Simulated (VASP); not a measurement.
Here is a VASP 6.6.1 calculation.

File INCAR:

```
SYSTEM = NbC
PREC = Accurate
ENCUT = 600
EDIFF = 1E-8
ISMEAR = -1
SIGMA = 0.08
LREAL = .FALSE.
LASPH = .TRUE.
NELM = 120
ALGO = Normal
ISIF = 2
LWAVE = .FALSE.
LCHARG = .TRUE.
NBANDS = 16
IBRION = 8
NSW = 1
GGA_COMPAT = .FALSE.
```

File KPOINTS:

```
Automatic mesh
0
G
  14 14 14
  0 0 0
```

The input POSCAR:

```
NbC
1.0
    0.0000000000      2.2246117942      2.2246117942
    2.2246117942      0.0000000000      2.2246117942
    2.2246117942      2.2246117942      0.0000000000
Nb C
1 1
Direct
    0.0000000000      0.0000000000      0.0000000000
    0.5000000000      0.5000000000      0.5000000000
```

Potentials or basis: VASP PAW LDA potentials, release 64 (Nb_sv, C).

Run with:

```console
$ cat potpaw_LDA.64/Nb_sv/POTCAR potpaw_LDA.64/C/POTCAR > POTCAR
$ mpirun -np 1 vasp_std > vasp.out
```

(1) Estimate the highest phonon frequency at Γ, LO-TO splitting left out.

Results:

(1) 535 cm⁻¹.

Caveat: the cell wasn't relaxed at this level first, which shifts response properties.
